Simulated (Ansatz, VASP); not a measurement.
**B in VASP and in Ansatz**

The input POSCAR:

```
B
1.0
    0.0000000000      1.4276959924      1.4276959924
    1.4276959924      0.0000000000      1.4276959924
    1.4276959924      1.4276959924      0.0000000000
B
1
Direct
    0.0000000000      0.0000000000      0.0000000000
```

File INCAR.step1:

```
SYSTEM = B
  PREC = Accurate
  ENCUT = 520
  ISMEAR = -1
  SIGMA = 0.1
  LREAL = .FALSE.
  LASPH = .TRUE.
  NELM = 80
  NBANDS = 8
  GGA = PE
  ALGO = Normal
  EDIFF = 1E-4
  LWAVE = .TRUE.
  LCHARG = .FALSE.
```

Contents of INCAR.step2:

```
SYSTEM = B
  PREC = Accurate
  ENCUT = 520
  EDIFF = 1E-7
  ISMEAR = -1
  SIGMA = 0.1
  LREAL = .FALSE.
  LASPH = .TRUE.
  NELM = 80
  ALGO = Normal
  ISIF = 2
  LWAVE = .FALSE.
  LCHARG = .FALSE.
  METAGGA = R2SCAN
  LMIXTAU = .TRUE.
  NBANDS = 8
  ISTART = 1
```

File KPOINTS:

```
regular mesh
0
G
  21 21 21
  0 0 0
```

Input for Ansatz:

```yaml
crystal:
  lattice:
    - [0.0, 1.4276959924, 1.4276959924]
    - [1.4276959924, 0.0, 1.4276959924]
    - [1.4276959924, 1.4276959924, 0.0]
  atoms:
    - { symbol: B, position: [0.0, 0.0, 0.0] }
hamiltonian:
  xc: r2scan
  pseudopotentials:
    kind: paw
    azcp:
      B: "pseudopotentials/B.paw.azcp"
basis:
  ecutwfc: 500
  fft_grid_basis: typed
kpoints:
  mp_grid: { grid: [21, 21, 21], shift: [0, 0, 0] }
magnetization:
  spin_polarized: false
scf:
  occupations: { method: fermi_dirac, width: 0.1 }
  lower_state_search: "off"
output:
  stress: true
  write_density: true
  write_potential: true
  elf: true
  volumetric_format: npy
```

Alike in both runs: task single point; functional r2SCAN; k mesh 21 × 21 × 21; occupations fermi-dirac, width 0.1 eV; no spin polarisation.

|  | VASP | Ansatz |
| --- | --- | --- |
| version | VASP 6.6.1 | Ansatz 0.2.0 |
| potentials or method | VASP PAW PBE potentials, release 64 (B), cutoff 520 eV | plane waves (500 eV) with PAW, scalar-relativistic |
| valence electrons in the cell | 3 | 3 |

Ansatz gave:

```
pressure (GPa) : 0.1
```

**Question.** Which values does VASP return?

**Answer.** Pressure (GPa): -0.2.

VASP's potentials were made for PBE, not for r2SCAN.
